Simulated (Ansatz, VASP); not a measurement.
# Two plane-wave programs on Cl

INCAR

```
SYSTEM = Cl
PREC = Accurate ; ENCUT = 520
EDIFF = 1E-6 ; ISMEAR = -1
SIGMA = 0.05 ; LREAL = .FALSE.
LASPH = .TRUE. ; NELM = 80
ALGO = Normal ; ISIF = 2
LWAVE = .FALSE. ; LCHARG = .FALSE.
GGA = RP ; NBANDS = 22
```

The input KPOINTS:

```
regular mesh
0
G
  6 6 3
  0 0 0
```

File POSCAR:

```
Cl
1.0
    3.8540120153     -2.5508344418      0.0000000000
    3.8540120153      2.5508344418      0.0000000000
    0.0000000000      0.0000000000      8.9453338331
Cl
4
Direct
    0.9042803312      0.0957196688      0.0931923605
    0.5957196688      0.4042803312      0.5931923605
    0.0957196688      0.9042803312      0.9068076395
    0.4042803312      0.5957196688      0.4068076395
```

Input for Ansatz:

```yaml
crystal:
  lattice:
    - [3.8540120153, -2.5508344418, 0.0]
    - [3.8540120153, 2.5508344418, 0.0]
    - [0.0, 0.0, 8.9453338331]
  atoms:
    - { symbol: Cl, position: [0.9042803312, 0.0957196688, 0.0931923605] }
    - { symbol: Cl, position: [0.5957196688, 0.4042803312, 0.5931923605] }
    - { symbol: Cl, position: [0.0957196688, 0.9042803312, 0.9068076395] }
    - { symbol: Cl, position: [0.4042803312, 0.5957196688, 0.4068076395] }
hamiltonian:
  xc: rpbe
  pseudopotentials:
    kind: paw
    azcp:
      Cl: "pseudopotentials/Cl.paw.azcp"
basis:
  ecutwfc: 420
  fft_grid_basis: typed
kpoints:
  mp_grid: { grid: [6, 6, 3], shift: [0, 0, 0] }
magnetization:
  spin_polarized: false
scf:
  occupations: { method: fermi_dirac, width: 0.05 }
  lower_state_search: "off"
output:
  stress: true
```

Alike in both runs: task single point; functional RPBE; k mesh 6 × 6 × 3; occupations fermi-dirac, width 0.05 eV; no spin polarisation.

|  | VASP | Ansatz |
| --- | --- | --- |
| version | VASP 6.6.1 | Ansatz 0.2.0 |
| potentials or method | VASP PAW PBE potentials, release 64 (Cl), cutoff 520 eV | plane waves (420 eV) with PAW, scalar-relativistic |
| valence electrons in the cell | 28 | 28 |

Ansatz gave:

- pressure (GPa): 2.3
- traceless stress, the component that is largest in VASP (GPa): 2.69

Q: Which values does VASP return?

A: Pressure (GPa): 2.0; traceless stress, the component that is largest in VASP (GPa): 2.25.

VASP's potentials were made for PBE, not for RPBE. The functional is the same, so the differences come from potentials, cutoffs and numerics.
